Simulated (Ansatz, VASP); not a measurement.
# Two plane-wave programs on Hf4N

```
Hf N
1.0
    -2.86327    2.86327    2.86327
     2.86327   -2.86327    2.86327
     2.86327    2.86327   -2.86327
Hf N
4 1
Cartesian
  1.4316 1.4316 1.4316
  -1.4316 1.4316 1.4316
  1.4316 1.4316 -1.4316
  1.4316 -1.4316 1.4316
  0.0000 0.0000 0.0000
```

Change from the starting cell: species swapped into the Hg4Pt type (Im-3m, No. 229).

Alike in both runs: functional PBE; k mesh 10 × 10 × 10; occupations gaussian, width 0.1 eV; no spin polarisation.

Ansatz relaxed the structure, and its values are those at the end. VASP's run is a single point on that final structure, the one shown.

|  | VASP | Ansatz |
| --- | --- | --- |
| version | VASP 6.6.1 | Ansatz 0.2.0 |
| potentials or method | VASP PAW PBE potentials, release 64 (Hf_pv, N), cutoff 520 eV | scalar-relativistic, plane waves, PAW |
| valence electrons in the cell | 45 | 109 |

|  | VASP | Ansatz | Ansatz less VASP |
| --- | --- | --- | --- |
| gap on the k mesh at the Fermi level (eV) | none | none | - |
| pressure (GPa) | -0.8 | 0.0 | +0.79 |

A gap of «none» marks a metal or a gap that the smearing closes. VASP's potentials hold 45 valence electrons a cell and Ansatz's 109, so a difference there can come from the potentials and not from the codes.

Neither program's run includes spin-orbit coupling.
